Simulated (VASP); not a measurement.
# WSe2 in VASP: notebook

The runs below take WSe2 through single point, with PBE.

Everything below comes from runs of VASP 6.6.1. Logs are shortened: lines on timing, memory, paths and dates and some standing lists are left out, and cuts for length are marked.

## (1) The cell of the first run

The cell holds a slab with vacuum, 3 atoms: a = 3.227 Å, b = 3.227 Å, c = 16.452 Å, α = 90.00°, β = 90.00°, γ = 120.00°.

## (2) Single point, PBE (strained and its atoms moved)

File INCAR:

```
ALGO = Normal ; EDIFF = 1E-6
ENCUT = 500 ; GGA = PE
GGA_COMPAT = F ; ISIF = 2
ISMEAR = 0 ; LASPH = T
LCHARG = F ; LREAL = F
LWAVE = F ; NBANDS = 20
NELM = 120 ; PREC = Accurate
SIGMA = 0.02
```

File KPOINTS:

```
k-points
0
Gamma
  9 9 2
```

File POSCAR:

```
WSe2
1.0
    3.2271588206      0.0000000000      0.0000000000
   -1.6135794103      2.7948015206      0.0000000000
    0.0000000000      0.0000000000     16.4522477797
W Se
1 2
Direct
    0.0000000000      0.0000000000      0.0000000000
    0.3333333300      0.6666666700      0.1041978577
    0.3333333300      0.6666666700      0.8958021423
```

Potentials or basis: VASP PAW PBE potentials, release 64 (W_sv, Se).

The run is started by

```bash
> cat potpaw_PBE.64/W_sv/POTCAR potpaw_PBE.64/Se/POTCAR > POTCAR
> mpirun -np 1 vasp_std > vasp.out
```

OUTCAR:

```text
EDIFF = 1E-6
   ENCUT = 500
   GGA = PE
   ISIF = 2
   ISMEAR = 0
   LASPH = T
   LREAL = F
   NELM = 120
   PREC = Accurate

 ion  position               nearest neighbor table
   1  0.000  0.000  0.000-   2 2.53   3 2.53   2 2.53   3 2.53   2 2.53   3 2.53
   2  0.333  0.667  0.104-   1 2.53   1 2.53   1 2.53
   3  0.333  0.667  0.896-   1 2.53   1 2.53   1 2.53

  LATTYP: Found a hexagonal cell.
 ALAT       =     3.2271588206
 C/A-ratio  =     5.0980595299

  Lattice vectors:

 A1 = (   3.2271588206,   0.0000000000,   0.0000000000)
 A2 = (  -1.6135794103,   2.7948015206,   0.0000000000)
 A3 = (   0.0000000000,   0.0000000000,  16.4522477797)

Analysis of symmetry for initial positions (statically):
=====================================================================
 Subroutine PRICEL returns:
 Original cell was already a primitive cell.

 Routine SETGRP: Setting up the symmetry group for a
 hexagonal supercell.

 Subroutine GETGRP returns: Found 12 space group operations
 (whereof 12 operations were pure point group operations)
 out of a pool of 24 trial point group operations.

The static configuration has the point symmetry D_3h.

Analysis of symmetry for dynamics (positions and initial velocities):
=====================================================================
 Subroutine PRICEL returns:
 Original cell was already a primitive cell.

 Routine SETGRP: Setting up the symmetry group for a
 hexagonal supercell.

 Subroutine GETGRP returns: Found 12 space group operations
 (whereof 12 operations were pure point group operations)
 out of a pool of 24 trial point group operations.

The dynamic configuration has the point symmetry D_3h.

 Subroutine INISYM returns: Found 12 space group operations
 (whereof 12 operations are pure point group operations),
 and found     1 'primitive' translations

----------------------------------------------------------------------------------------

                                     Primitive cell

  volume of cell :     148.3872

  direct lattice vectors                    reciprocal lattice vectors
     3.227158821  0.000000000  0.000000000     0.309870092  0.178903581  0.000000000
    -1.613579410  2.794801521  0.000000000     0.000000000  0.357807162  0.000000000
     0.000000000  0.000000000 16.452247780     0.000000000  0.000000000  0.060781968

  length of vectors
     3.227158821  3.227158821 16.452247780     0.357807162  0.357807162  0.060781968

  position of ions in fractional coordinates (direct lattice)
     0.000000000  0.000000000  0.000000000
     0.333333330  0.666666670  0.104197858
     0.333333330  0.666666670  0.895802142

  ion indices of the primitive-cell ions
   primitive index   ion index
                 1           1
                 2           2
                 3           3

----------------------------------------------------------------------------------------

 KPOINTS: k-points

Automatic generation of k-mesh.
 Grid dimensions read from file:
 generate k-points for:    9    9    2

 Generating k-lattice:

  Cartesian coordinates                     Fractional coordinates (reciprocal lattice)
     0.034430010  0.019878176  0.000000000     0.111111111  0.000000000  0.000000000
     0.000000000  0.039756351  0.000000000     0.000000000  0.111111111  0.000000000
     0.000000000  0.000000000  0.030390984     0.000000000  0.000000000  0.500000000

  Length of vectors
     0.039756351  0.039756351  0.030390984

  Shift w.r.t. Gamma in fractional coordinates (k-lattice)
     0.000000000  0.000000000  0.000000000

 Subroutine IBZKPT returns following result:
 ===========================================

 Found     24 irreducible k-points:

 Following reciprocal coordinates:
            Coordinates               Weight
  0.000000  0.000000  0.000000      1.000000
  0.111111  0.000000  0.000000      6.000000
  0.222222  0.000000  0.000000      6.000000
  0.333333 -0.000000  0.000000      6.000000
  0.444444  0.000000  0.000000      6.000000
  0.111111  0.111111  0.000000      6.000000
[... 16 lines left out ...]
  0.333333  0.222222  0.500000     12.000000
  0.333333  0.333333  0.500000      2.000000
   k-points           NKPTS =     24   k-points in BZ     NKDIM =     24   number of bands    NBANDS=     20
   number of dos      NEDOS =    301   number of ions     NIONS =      3
   total plane-waves  NPLWV =  69120
   dimension x,y,z NGX =    24 NGY =   24 NGZ =  120
   dimension x,y,z NGXF=    48 NGYF=   48 NGZF=  240
   ions per type =               1   2
   NGX,Y,Z   is equivalent  to a cutoff of  12.36, 12.36, 12.13 a.u.
   NGXF,Y,Z  is equivalent  to a cutoff of  24.73, 24.73, 24.25 a.u.
 SYSTEM =  unknown system
   PREC   = accura    normal or accurate (medium, high low for compatibility)
   ISTART =      0    job   : 0-new  1-cont  2-samecut
   ICHARG =      2    charge: 1-file 2-atom 10-const
   ISPIN  =      1    spin polarized calculation?
   LNONCOLLINEAR =      F non collinear calculations
   LSORBIT =      F    spin-orbit coupling
   LASPH  =      T    aspherical Exc in radial PAW
   ENCUT  =  500.0 eV  36.75 Ry    6.06 a.u.   5.88  5.88 30.00*2*pi/ulx,y,z
   NELM   =    120;   NELMIN=  2; NELMDL= -5     # of ELM steps
   EDIFF  = 0.1E-05   stopping-criterion for ELM
   LREAL  =      F    real-space projection
   EDIFFG = 0.1E-04   stopping-criterion for IOM
   NSW    =      0    number of steps for IOM
   IBRION =     -1    ionic relax: 0-MD 1-quasi-New 2-CG
   NFREE  =      0    steps in history (QN), initial steepest desc. (CG)
   ISIF   =      2    stress and relaxation
   ISYM   =      2    0-nonsym 1-usesym 2-fastsym
   POTIM  = 0.5000    time-step for ionic-motion
   TEBEG  =    0.0;   TEEND  =   0.0 temperature during run
   PSTRESS=    0.0 pullay stress
   NELECT =      26.0000    total number of electrons
   NUPDOWN=      -1.0000    fix difference up-down
   EMIN   =  10.00;   EMAX   =-10.00  energy-range for DOS
   EFERMI =   0.00;   METHOD = LEGACY
   ISMEAR =     0;   SIGMA  =   0.02  broadening in eV -4-tet -1-fermi 0-gaus
   EFERMI_NEDOS =   21; number of points for ismear=-14 and -15
   IALGO  =     38    algorithm
   IMIX   =      4    mixing-type and parameters
     AMIX     =   0.40;   BMIX     =  1.00
     AMIX_MAG =   1.60;   BMIX_MAG =  1.00
  volume/ion in A,a.u.               =      49.46       333.79
  Fermi-wavevector in a.u.,A,eV,Ry     =   0.916081  1.731142 11.418063  0.839204
  Thomas-Fermi vector in A             =   2.040896
   LORBIT       =      0    0 simple, 1 ext, 2 COOP (PROOUT), +10 PAW based schemes
   GGA     = PE    functional components
   LHFCALC =     F    Hartree Fock is set to
   AEXX    =    0.0000 exact exchange contribution
   IVDW    =     0    specifies the selected vdW correction
   LEPSILON=     F    determine dielectric tensor
   LRPA    =     F    only Hartree local field effects (RPA)
 non-spin polarized calculation
 Gauss-broadening in eV      SIGMA  =   0.02
  energy-cutoff  :      500.00
  volume of cell :      148.39
 maximum number of plane-waves:      3796
 NGX is ok and might be reduce to    24
   NGX = 11   NGY = 11   NGZ = 59

 number of electron      26.0000006 magnetization

 Free energy of the ion-electron system (eV)
  ---------------------------------------------------
  ext. energy  EPLUGINS =         0.00000000
  ---------------------------------------------------
  free energy    TOTEN  =       -21.54913435 eV

  energy without entropy =      -21.54913435  energy(sigma->0) =      -21.54913435

 E-fermi :  -0.3809     XC(G=0):  -4.9927

 val. band max:       -0.4932647955   @ k =   0.3333   0.3333   0.5000
 cond. band min:       1.1206272668   @ k =   0.2222   0.1111   0.0000
 fundamental gap:      1.6138920623
 Fermi energy:        -0.3809171482

 k-point     1 :       0.0000    0.0000    0.0000
  band No.  band energies     occupation
      1     -74.4783      2.00000
      2     -38.7623      2.00000
      3     -38.5653      2.00000
      4     -38.5653      2.00000
      5     -15.4554      2.00000
      6     -14.2588      2.00000
[... 12 lines left out ...]
     19       4.2712      0.00000
     20       4.8712      0.00000

 k-point     2 :       0.1111    0.0000    0.0000
  band No.  band energies     occupation
      1     -74.4767      2.00000
      2     -38.7560      2.00000
      3     -38.5987      2.00000
      4     -38.5731      2.00000
      5     -15.2571      2.00000
      6     -14.1515      2.00000
[... 12 lines left out ...]
     19       4.5340      0.00000
     20       5.4346      0.00000

 k-point     3 :       0.2222    0.0000    0.0000
  band No.  band energies     occupation
      1     -74.4727      2.00000
      2     -38.7400      2.00000
      3     -38.6825      2.00000
      4     -38.5929      2.00000
      5     -14.7068      2.00000
      6     -13.8553      2.00000
[... 12 lines left out ...]
     19       5.2362      0.00000
     20       6.0806      0.00000

 k-point     4 :       0.3333   -0.0000    0.0000
  band No.  band energies     occupation
      1     -74.4682      2.00000
      2     -38.7763      2.00000
      3     -38.7217      2.00000
      4     -38.6153      2.00000
      5     -13.9567      2.00000
      6     -13.4623      2.00000
[... 12 lines left out ...]
     19       6.0871      0.00000
     20       6.1340      0.00000

 k-point     5 :       0.4444    0.0000    0.0000
  band No.  band energies     occupation
      1     -74.4652      2.00000
      2     -38.8367      2.00000
      3     -38.7098      2.00000
      4     -38.6298      2.00000
      5     -13.3419      2.00000
      6     -13.1590      2.00000
[... 12 lines left out ...]
     19       6.4061      0.00000
     20       6.5043      0.00000
[... 353 lines left out ...]
      6     -13.0678      2.00000
[... 12 lines left out ...]
     19       7.1095      0.00000
     20       7.4734      0.00000

 k-point    22 :       0.2222    0.2222    0.5000
  band No.  band energies     occupation
      1     -74.4662      2.00000
      2     -38.7816      2.00000
      3     -38.7137      2.00000
      4     -38.6615      2.00000
      5     -13.5850      2.00000
      6     -13.2605      2.00000
[... 12 lines left out ...]
     19       6.5384      0.00000
     20       6.6722      0.00000

 k-point    23 :       0.3333    0.2222    0.5000
  band No.  band energies     occupation
      1     -74.4639      2.00000
      2     -38.8032      2.00000
      3     -38.7046      2.00000
      4     -38.6978      2.00000
      5     -13.0873      2.00000
      6     -13.0035      2.00000
[... 12 lines left out ...]
     19       7.0015      0.00000
     20       7.6900      0.00000

 k-point    24 :       0.3333    0.3333    0.5000
  band No.  band energies     occupation
      1     -74.4631      2.00000
      2     -38.7734      2.00000
      3     -38.7481      2.00000
      4     -38.7014      2.00000
      5     -12.9097      2.00000
      6     -12.9038      2.00000
[... 12 lines left out ...]
     19       6.1677      0.00000
     20       8.1316      0.00000

------------------------ aborting loop because EDIFF is reached ----------------------------------------

  FORCE on cell =-STRESS in cart. coord.  units (eV):
  Direction    XX          YY          ZZ          XY          YZ          ZX
  --------------------------------------------------------------------------------------
  -------------------------------------------------------------------------------------
  Total        2.6253368      2.6253368      0.1227210      0.0000000      0.0000000      0.0000000
  in kB       28.3464744     28.3464744      1.3250519      0.0000000      0.0000000      0.0000000
  external PRESSURE =      19.3393336 kB  Pullay stress =       0.0000000 kB

 VOLUME and BASIS-vectors are now :
 -----------------------------------------------------------------------------
  energy-cutoff  :      500.00
  volume of cell :      148.39
      direct lattice vectors                 reciprocal lattice vectors
     3.227158821  0.000000000  0.000000000     0.309870092  0.178903581  0.000000000
    -1.613579410  2.794801521  0.000000000     0.000000000  0.357807162  0.000000000
     0.000000000  0.000000000 16.452247780     0.000000000  0.000000000  0.060781968

 POSITION                                       TOTAL-FORCE (eV/Angst)
 -----------------------------------------------------------------------------------
      0.00000      0.00000      0.00000        -0.000000     -0.000000      0.000000
     -0.00000      1.86320      1.71429         0.000000     -0.000000      0.039452
     -0.00000      1.86320     14.73796        -0.000000      0.000000     -0.039452
 -----------------------------------------------------------------------------------
    total drift:                                0.000011     -0.000006     -0.000000

  FREE ENERGIE OF THE ION-ELECTRON SYSTEM (eV)
  ---------------------------------------------------
  free  energy   TOTEN  =       -21.5491343524 eV

  energy  without entropy=      -21.5491343524  energy(sigma->0) =      -21.54913435
```

Run time: 1.7 min. Hardware: 1 thread of Oxide Virtual Turin-like, shared host; peak memory 0.24 GiB.

Results:

```yaml
Free_energy: -21.5491 eV
Largest_force: 0.039 eV/Å
Band_gap_on_the_k_mesh: 1.61 eV (least direct gap 1.94 eV)
```

Forces on the atoms (eV/Å):
```
W    0.000  0.000  0.000
Se   0.000  0.000  0.039
Se   0.000  0.000 -0.039
```

Caveat: the cell differs from its parent crystal (strained and its atoms moved); there is no dipole correction, which matters where the two faces differ; spin-orbit coupling is left out, which moves the levels of the heavy elements.

[end of part 1 of 2]
